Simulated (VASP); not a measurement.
# Li (Pm-3m) in VASP: a series of runs

Li is run at these levels: PBEsol; tasks: single point, relaxation of cell and atoms.

Program: VASP 6.6.1. These are calculated values, not measurements. Logs are shortened: lines on timing, memory, paths and dates and some standing lists are left out, and cuts for length are marked.

### Step 1. The cell of the first run

The structure is cubic, space group Pm-3m (No. 221). The conventional cell has a = 2.719 Å, b = 2.719 Å, c = 2.719 Å, α = 90.00°, β = 90.00°, γ = 90.00°. Within 3.6 Å of Li (site symmetry m-3m) lie 6 Li at 2.72 Å.

This isn't the form of Li at room conditions, which is bcc.

### Step 2. Single point, PBEsol

The input, INCAR:

```
  ALGO = Normal
  EDIFF = 1E-6
  ENCUT = 750
  GGA = PS
  GGA_COMPAT = F
  ISIF = 2
  ISMEAR = 1
  LASPH = T
  LCHARG = F
  LREAL = F
  LWAVE = F
  NBANDS = 8
  NELM = 120
  PREC = Accurate
  SIGMA = 0.1
```

The input, KPOINTS:

```
k-points
0
Gamma
  7 7 7
```

The input, POSCAR:

```
Li
1.0
    2.7189929928      0.0000000000      0.0000000000
    0.0000000000      2.7189929928      0.0000000000
    0.0000000000      0.0000000000      2.7189929928
Li
1
Direct
    0.0000000000      0.0000000000      0.0000000000
```

Potentials or basis: VASP PAW PBE potentials, release 64 (Li_sv).

Launch:

```
$ cat potpaw_PBE.64/Li_sv/POTCAR > POTCAR
$ mpirun -np 1 vasp_std > vasp.out
```

OUTCAR:

```text
EDIFF = 1E-6
   ENCUT = 750
   GGA = PS
   ISIF = 2
   ISMEAR = 1
   LASPH = T
   LREAL = F
   NELM = 120
   PREC = Accurate

 ion  position               nearest neighbor table
   1  0.000  0.000  0.000-

  LATTYP: Found a simple cubic cell.
 ALAT       =     2.7189929928

  Lattice vectors:

 A1 = (   2.7189929928,   0.0000000000,   0.0000000000)
 A2 = (   0.0000000000,   2.7189929928,   0.0000000000)
 A3 = (   0.0000000000,   0.0000000000,   2.7189929928)

Analysis of symmetry for initial positions (statically):
=====================================================================
 Subroutine PRICEL returns:
 Original cell was already a primitive cell.

 Routine SETGRP: Setting up the symmetry group for a
 simple cubic supercell.

 Subroutine GETGRP returns: Found 48 space group operations
 (whereof 48 operations were pure point group operations)
 out of a pool of 48 trial point group operations.

The static configuration has the point symmetry O_h .

Analysis of symmetry for dynamics (positions and initial velocities):
=====================================================================
 Subroutine PRICEL returns:
 Original cell was already a primitive cell.

 Routine SETGRP: Setting up the symmetry group for a
 simple cubic supercell.

 Subroutine GETGRP returns: Found 48 space group operations
 (whereof 48 operations were pure point group operations)
 out of a pool of 48 trial point group operations.

The dynamic configuration has the point symmetry O_h .

 Subroutine INISYM returns: Found 48 space group operations
 (whereof 48 operations are pure point group operations),
 and found     1 'primitive' translations

----------------------------------------------------------------------------------------

                                     Primitive cell

  volume of cell :      20.1013

  direct lattice vectors                    reciprocal lattice vectors
     2.718992993  0.000000000  0.000000000     0.367783221  0.000000000  0.000000000
     0.000000000  2.718992993  0.000000000     0.000000000  0.367783221  0.000000000
     0.000000000  0.000000000  2.718992993     0.000000000  0.000000000  0.367783221

  length of vectors
     2.718992993  2.718992993  2.718992993     0.367783221  0.367783221  0.367783221

  position of ions in fractional coordinates (direct lattice)
     0.000000000  0.000000000  0.000000000

  ion indices of the primitive-cell ions
   primitive index   ion index
                 1           1

----------------------------------------------------------------------------------------

 KPOINTS: k-points

Automatic generation of k-mesh.
 Grid dimensions read from file:
 generate k-points for:    7    7    7

 Generating k-lattice:

  Cartesian coordinates                     Fractional coordinates (reciprocal lattice)
     0.052540460  0.000000000  0.000000000     0.142857143  0.000000000  0.000000000
     0.000000000  0.052540460  0.000000000     0.000000000  0.142857143  0.000000000
     0.000000000  0.000000000  0.052540460     0.000000000  0.000000000  0.142857143

  Length of vectors
     0.052540460  0.052540460  0.052540460

  Shift w.r.t. Gamma in fractional coordinates (k-lattice)
     0.000000000  0.000000000  0.000000000

 Subroutine IBZKPT returns following result:
 ===========================================

 Found     20 irreducible k-points:

 Following reciprocal coordinates:
            Coordinates               Weight
  0.000000  0.000000  0.000000      1.000000
  0.142857  0.000000  0.000000      6.000000
  0.285714  0.000000  0.000000      6.000000
  0.428571  0.000000  0.000000      6.000000
  0.142857  0.142857  0.000000     12.000000
  0.285714  0.142857  0.000000     24.000000
[... 12 lines left out ...]
  0.428571  0.428571  0.285714     24.000000
  0.428571  0.428571  0.428571      8.000000
   k-points           NKPTS =     20   k-points in BZ     NKDIM =     20   number of bands    NBANDS=      8
   number of dos      NEDOS =    301   number of ions     NIONS =      1
   total plane-waves  NPLWV =  13824
   dimension x,y,z NGX =    24 NGY =   24 NGZ =   24
   dimension x,y,z NGXF=    48 NGYF=   48 NGZF=   48
   ions per type =               1
   NGX,Y,Z   is equivalent  to a cutoff of  14.67, 14.67, 14.67 a.u.
   NGXF,Y,Z  is equivalent  to a cutoff of  29.35, 29.35, 29.35 a.u.
 SYSTEM =  unknown system
   PREC   = accura    normal or accurate (medium, high low for compatibility)
   ISTART =      0    job   : 0-new  1-cont  2-samecut
   ICHARG =      2    charge: 1-file 2-atom 10-const
   ISPIN  =      1    spin polarized calculation?
   LNONCOLLINEAR =      F non collinear calculations
   LSORBIT =      F    spin-orbit coupling
   LASPH  =      T    aspherical Exc in radial PAW
   ENCUT  =  750.0 eV  55.12 Ry    7.42 a.u.   6.07  6.07  6.07*2*pi/ulx,y,z
   NELM   =    120;   NELMIN=  2; NELMDL= -5     # of ELM steps
   EDIFF  = 0.1E-05   stopping-criterion for ELM
   LREAL  =      F    real-space projection
[... 7 lines left out ...]
   TEBEG  =    0.0;   TEEND  =   0.0 temperature during run
   PSTRESS=    0.0 pullay stress
   NELECT =       3.0000    total number of electrons
   NUPDOWN=      -1.0000    fix difference up-down
   EMIN   =  10.00;   EMAX   =-10.00  energy-range for DOS
   EFERMI =   0.00;   METHOD = LEGACY
   ISMEAR =     1;   SIGMA  =   0.10  broadening in eV -4-tet -1-fermi 0-gaus
   EFERMI_NEDOS =   21; number of points for ismear=-14 and -15
   IALGO  =     38    algorithm
   IMIX   =      4    mixing-type and parameters
     AMIX     =   0.40;   BMIX     =  1.00
     AMIX_MAG =   1.60;   BMIX_MAG =  1.00
  volume/ion in A,a.u.               =      20.10       135.65
  Fermi-wavevector in a.u.,A,eV,Ry     =   0.868375  1.640990 10.259808  0.754075
  Thomas-Fermi vector in A             =   1.987044
   LORBIT       =      0    0 simple, 1 ext, 2 COOP (PROOUT), +10 PAW based schemes
   GGA     = PS    functional components
   LHFCALC =     F    Hartree Fock is set to
   AEXX    =    0.0000 exact exchange contribution
   IVDW    =     0    specifies the selected vdW correction
   LEPSILON=     F    determine dielectric tensor
   LRPA    =     F    only Hartree local field effects (RPA)
 non-spin polarized calculation
 Methfessel and Paxton  Order N= 1 SIGMA  =   0.10
  energy-cutoff  :      750.00
  volume of cell :       20.10
 maximum number of plane-waves:       947
   NGX = 13   NGY = 13   NGZ = 13

 number of electron       2.9999997 magnetization

 Free energy of the ion-electron system (eV)
  ---------------------------------------------------
  ext. energy  EPLUGINS =         0.00000000
  ---------------------------------------------------
  free energy    TOTEN  =        -1.86250966 eV

  energy without entropy =       -1.86303521  energy(sigma->0) =       -1.86268485

 E-fermi :   0.8952     XC(G=0):  -7.0368

 val. band max:        0.3093010006   @ k =   0.4286   0.1429   0.1429
 cond. band min:       0.9391328628   @ k =   0.2857   0.2857   0.2857
 fundamental gap:      0.6298318621
 Fermi energy:         0.8952370732

 k-point     1 :       0.0000    0.0000    0.0000
  band No.  band energies     occupation
      1     -45.5318      2.00000
      2      -2.8937      2.00000
      3      12.7002      0.00000
      4      12.7002      0.00000
      5      12.7002      0.00000
      6      15.0671      0.00000
      7      15.0671      0.00000
      8      21.3750      0.00000

 k-point     2 :       0.1429    0.0000    0.0000
  band No.  band energies     occupation
      1     -45.5274      2.00000
      2      -2.5893      2.00000
      3       9.3577      0.00000
      4      13.0606      0.00000
      5      13.0606      0.00000
      6      15.4731      0.00000
      7      18.6624      0.00000
      8      21.3703      0.00000

 k-point     3 :       0.2857    0.0000    0.0000
  band No.  band energies     occupation
      1     -45.5174      2.00000
      2      -1.6998      2.00000
      3       5.7948      0.00000
      4      14.0832      0.00000
      5      14.0832      0.00000
      6      16.6784      0.00000
      7      19.5653      0.00000
      8      24.0356      0.00000

 k-point     4 :       0.4286    0.0000    0.0000
  band No.  band energies     occupation
      1     -45.5095      2.00000
      2      -0.4386      2.00000
      3       3.1814      0.00000
      4      15.3826      0.00000
      5      15.3826      0.00000
      6      18.5510      0.00000
      7      19.0400      0.00000
      8      21.1699      0.00000

 k-point     5 :       0.1429    0.1429    0.0000
  band No.  band energies     occupation
      1     -45.5230      2.00000
      2      -2.2790      2.00000
      3       8.8664      0.00000
      4      10.8108      0.00000
      5      13.4192      0.00000
      6      17.6664      0.00000
      7      20.4195      0.00000
      8      20.6532      0.00000
[... 133 lines left out ...]
 k-point    18 :       0.4286    0.2857    0.2857
  band No.  band energies     occupation
      1     -45.4831      2.00000
      2       2.4813     -0.00000
      3       4.9626      0.00000
      4       8.7513      0.00000
      5      11.6732      0.00000
      6      13.3018      0.00000
      7      15.9651      0.00000
      8      19.0834      0.00000

 k-point    19 :       0.4286    0.4286    0.2857
  band No.  band energies     occupation
      1     -45.4759      2.00000
      2       4.1102      0.00000
      3       5.5378      0.00000
      4       7.9104      0.00000
      5       9.4372      0.00000
      6      13.8851      0.00000
      7      14.8930      0.00000
      8      17.9582      0.00000

 k-point    20 :       0.4286    0.4286    0.4286
  band No.  band energies     occupation
      1     -45.4689      2.00000
      2       5.7225      0.00000
      3       7.1426      0.00000
      4       7.1426      0.00000
      5      10.5353      0.00000
      6      11.6524      0.00000
      7      11.6524      0.00000
      8      14.8433      0.00000

------------------------ aborting loop because EDIFF is reached ----------------------------------------

  FORCE on cell =-STRESS in cart. coord.  units (eV):
  Direction    XX          YY          ZZ          XY          YZ          ZX
  --------------------------------------------------------------------------------------
  -------------------------------------------------------------------------------------
  Total       -0.0101877     -0.0101877     -0.0101877     -0.0000000      0.0000000     -0.0000000
  in kB       -0.8120087     -0.8120087     -0.8120087     -0.0000000      0.0000000     -0.0000000
  external PRESSURE =      -0.8120087 kB  Pullay stress =       0.0000000 kB

 VOLUME and BASIS-vectors are now :
 -----------------------------------------------------------------------------
  energy-cutoff  :      750.00
  volume of cell :       20.10
      direct lattice vectors                 reciprocal lattice vectors
     2.718992993  0.000000000  0.000000000     0.367783221  0.000000000  0.000000000
     0.000000000  2.718992993  0.000000000     0.000000000  0.367783221  0.000000000
     0.000000000  0.000000000  2.718992993     0.000000000  0.000000000  0.367783221

 POSITION                                       TOTAL-FORCE (eV/Angst)
 -----------------------------------------------------------------------------------
      0.00000      0.00000      0.00000         0.000000      0.000000      0.000000
 -----------------------------------------------------------------------------------
    total drift:                                0.000000     -0.000000      0.000000

  FREE ENERGIE OF THE ION-ELECTRON SYSTEM (eV)
  ---------------------------------------------------
  free  energy   TOTEN  =        -1.8625096621 eV

  energy  without entropy=       -1.8630352133  energy(sigma->0) =       -1.86268485
```

It took 1.4 s on 1 thread of Intel Xeon 6975P-C (Granite Rapids), shared host; peak memory 0.12 GiB.

Results:

```yaml
Free_energy: -1.8625 eV
Pressure: -0.1 GPa
Band_gap_on_the_k_mesh: zero (an odd number of electrons rules out a gap without spin polarisation)
```

Caveat: the PAW data sets were made with another functional, which shifts forces and pressure a little.

### Step 3. Relaxation of cell and atoms, PBEsol

This run uses another cell than the first one, of 23.89 Å³/atom.

The input, INCAR:

```
SYSTEM = Li
PREC = Accurate ; ENCUT = 750
EDIFF = 1E-7 ; ISMEAR = 1
SIGMA = 0.1 ; LREAL = .FALSE.
LASPH = .TRUE. ; NELM = 120
ALGO = Normal ; ISIF = 3
LWAVE = .FALSE. ; LCHARG = .FALSE.
GGA = PS ; IBRION = 2
NSW = 80 ; EDIFFG = -0.03
GGA_COMPAT = .FALSE. ; NELMIN = 4
```

The input, KPOINTS:

```
regular mesh
0
G
  7 7 7
  0 0 0
```

The input, POSCAR:

```
Li
1.0
    2.8800000000      0.0000000000      0.0000000000
    0.0000000000      2.8800000000      0.0000000000
    0.0000000000      0.0000000000      2.8800000000
Li
1
Direct
    0.0000000000      0.0000000000      0.0000000000
```

Potentials or basis: VASP PAW PBE potentials, release 64 (Li_sv).

Launch:

```
$ cat potpaw_PBE.64/Li_sv/POTCAR > POTCAR
$ mpirun -np 1 vasp_std > vasp.out
```

Wall time 6.3 s (1 thread of Intel Xeon 6975P-C (Granite Rapids), shared host); peak memory 0.14 GiB.

It converged, with:

- Free energy: -1.8653 eV
- Relaxed volume: 20.02 Å³/atom
- Relaxed cell: a = 2.715 Å, b = 2.715 Å, c = 2.715 Å, α = 90.00°, β = 90.00°, γ = 90.00°
- Space group after relaxing (to 0.1 Å): Pm-3m (No. 221)
- Energy gained by relaxing: 23.5 meV/atom
- Ionic steps: 4
- Pressure after relaxing: 0.0 GPa
- Band gap on the k mesh: zero (an odd number of electrons rules out a gap without spin polarisation)

The path:
```tsv
step	energy change (eV)	largest force (eV/Å)	pressure (GPa)	volume (Å³)
1	0.0000	0.0000	-1.68	23.89
2	-0.0091	0.0000	-1.42	23.03
3	-0.0230	0.0000	-0.31	20.59
4	-0.0235	0.0000	0.03	20.02
```

Final structure:
```yaml
crystal:
  lattice:
    - [2.71530, 0.00000, 0.00000]
    - [0.00000, 2.71530, 0.00000]
    - [0.00000, 0.00000, 2.71530]
  atoms:
    - { symbol: Li, position: [0.00000, 0.00000, 0.00000] }
```

Levels at points of the mesh, in eV from the Fermi level:
```
           k point  band 1  band 2  band 3  band 4  band 5
(0.00, 0.00, 0.00)  -45.93   -3.31   12.33   12.33   12.33
```

Caveat: the volume moved by over 15 % at a fixed basis, so the end points are rough; the PAW data sets were made with another functional, which shifts forces and pressure a little.
